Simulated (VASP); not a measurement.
SiC: relaxation of shape and atoms at fixed volume with PBE

SiC:

```
Si C
1.0
     3.12247    0.00000    0.00000
    -1.56123    2.70414    0.00000
     0.00000    0.00000    5.12455
Si C
2 2
Direct
  0.66667 0.33333 0.50458
  0.33333 0.66667 0.00458
  0.66667 0.33333 0.88042
  0.33333 0.66667 0.38042
```

```
Program                : VASP 6.6.1
Task                   : relaxation of shape and atoms at fixed volume
Functional             : PBE
Potentials or basis    : VASP PAW PBE potentials, release 64 (Si, C)
Cutoff                 : 600 eV
k mesh                 : 12 × 12 × 6
Occupations            : gaussian, width 0.02 eV
Spin                   : no spin polarisation
Dipole correction      : no
Further INCAR settings : ALGO = Normal; EDIFF = 1e-06; IBRION = 2; EDIFFG = -0.01; NSW = 50; ISIF = 4
```

| Property | Result |
| --- | --- |
| Pressure after relaxing | -6.1 GPa |
| Largest force after relaxing | 0.005 eV/Å |
| Band gap on the k mesh | 2.36 eV (least direct gap 3.88 eV) |

Forces on the atoms (eV/Å):
```
Si   0.000  0.000 -0.005
Si   0.000  0.000 -0.005
C    0.000  0.000  0.005
C    0.000  0.000  0.005
```

Stress tensor (GPa, compression positive):
```
-6.15  0.00  0.00
 0.00 -6.15  0.00
 0.00  0.00 -6.02
```

Final structure:
```
Si C
1.0
     3.12247    0.00000    0.00000
    -1.56123    2.70414    0.00000
     0.00000    0.00000    5.12455
Si C
2 2
Direct
  0.66667 0.33333 0.50458
  0.33333 0.66667 0.00458
  0.66667 0.33333 0.88042
  0.33333 0.66667 0.38042
```

Levels at points of the mesh, in eV from the valence-band top:
| k point | band 6 | band 7 | band 8 | band 9 | band 10 | band 11 |
| --- | --- | --- | --- | --- | --- | --- |
| (0.00, 0.00, 0.00) | -0.11 | 0.00 | 0.00 | 4.43 | 5.73 | 6.40 |
| (0.50, 0.00, 0.00) | -3.23 | -3.16 | -1.18 | 2.70 | 4.18 | 6.53 |
| (0.00, 0.00, 0.50) | -0.70 | -0.70 | -0.70 | 5.51 | 5.51 | 7.11 |
| (0.50, 0.00, 0.50) | -2.38 | -2.28 | -2.28 | 3.19 | 3.19 | 5.07 |

Wall time 78 s on 1 thread of Intel Xeon 8259CL (shared host), peak memory 0.2 GiB.

Caveat: the relaxation stopped at its first step, so nothing moved. A k mesh can miss the band edges.
